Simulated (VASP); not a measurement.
A run of VASP 6.6.1:

The input INCAR:

```
PREC = Accurate
ENCUT = 600
EDIFF = 1E-6
ISMEAR = 0
SIGMA = 0.1
LREAL = F
LASPH = T
NELM = 100
ALGO = Fast
ISIF = 3
LWAVE = F
LCHARG = F
GGA = PE
IBRION = 2
NSW = 65
EDIFFG = -0.01
```

Contents of KPOINTS:

```
Automatic mesh
0
Gamma
  18 18 7
```

The input POSCAR:

```
V
1.0
    2.6105249404      0.0000000000      0.0000000000
   -1.3052624702      2.2607809156      0.0000000000
    0.0000000000      0.0000000000      7.0331003086
V
3
Direct
    0.0000000000      0.0000000000      0.0000000000
    0.3333333333      0.6666666667      0.3333333333
    0.6666666667      0.3333333333      0.6666666667
```

Potentials or basis: VASP PAW PBE potentials, release 64 (V_sv).

Launch:

```bash
$ cat potpaw_PBE.64/V_sv/POTCAR > POTCAR
$ mpirun -np 1 vasp_std > vasp.out
```

Hardware: 1 thread of Oxide Virtual Turin-like Processor (shared host).

How long does it take, and how much memory?

Wall time 51 min on 1 thread of Oxide Virtual Turin-like Processor, with other jobs on the host, peak memory 0.3 GiB. Counts: scf iterations 94, k points 229, ion steps 11.
